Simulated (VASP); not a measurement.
Here is a VASP 6.6.1 calculation.

Contents of INCAR:

```
PREC = Accurate
ENCUT = 520
EDIFF = 1E-7
ISMEAR = 0
SIGMA = 0.15
LREAL = False
LASPH = True
NELM = 100
ALGO = Fast
ISIF = 2
LWAVE = False
LCHARG = True
GGA = CA
LELF = True
LVHAR = True
NBANDS = 18
```

Contents of KPOINTS:

```
regular mesh
0
Gamma
  16 16 16
```

File POSCAR:

```
TiAl3
1.0
   -1.9223497458      1.9223497458      4.3158729240
    1.9223497458     -1.9223497458      4.3158729240
    1.9223497458      1.9223497458     -4.3158729240
Ti Al
1 3
Direct
    0.0000000000      0.0000000000      0.0000000000
    0.5000000000      0.5000000000      0.0000000000
    0.7500000000      0.2500000000      0.5000000000
    0.2500000000      0.7500000000      0.5000000000
```

Potentials or basis: VASP PAW LDA potentials, release 64 (Ti_sv, Al).

Launch:

```console
$ cat potpaw_LDA.64/Ti_sv/POTCAR potpaw_LDA.64/Al/POTCAR > POTCAR
$ mpirun -np 1 vasp_std > vasp.out
```

Question: Predict the pressure.

Answer: -5.3 GPa.

Question: Predict the band gap on the k mesh.

Answer: Zero (an odd number of electrons rules out a gap without spin polarisation).

Stress tensor (GPa, compression positive):
```
-5.37  0.00  0.00
 0.00 -5.37  0.00
 0.00  0.00 -5.15
```

Caveat: the cell stands under tension.
